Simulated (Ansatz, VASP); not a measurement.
# Two plane-wave programs on As

```
CELL_PARAMETERS angstrom
1.82364 1.05288 6.92528
-1.82364 1.05288 6.92528
0.00000 -2.10576 6.92528
ATOMIC_POSITIONS crystal
As 0.79990 0.79990 0.79990
As 0.20010 0.20010 0.20010
```

Alike in both runs: functional RPBE; k mesh 10 × 10 × 10; occupations fermi-dirac, width 0.1 eV; no spin polarisation.

Ansatz relaxed the structure, and its values are those at the end. VASP's run is a single point on that final structure, the one shown.

```csv
,VASP,Ansatz
version,VASP 6.6.1,Ansatz 0.2.0
potentials or method,"VASP PAW PBE potentials, release 64 (As_d), cutoff 600 eV","plane waves (420 eV) with PAW, scalar-relativistic"
valence electrons in the cell,30,30
```

```tsv
	VASP	Ansatz	Ansatz less VASP
pressure (GPa)	0.1	0.0	-0.09
rms of the force components (eV/Å)	0.013	0.001	-0.0122
```

VASP's potentials were made for PBE, not for RPBE. The functional is the same, so the differences come from potentials, cutoffs and numerics.
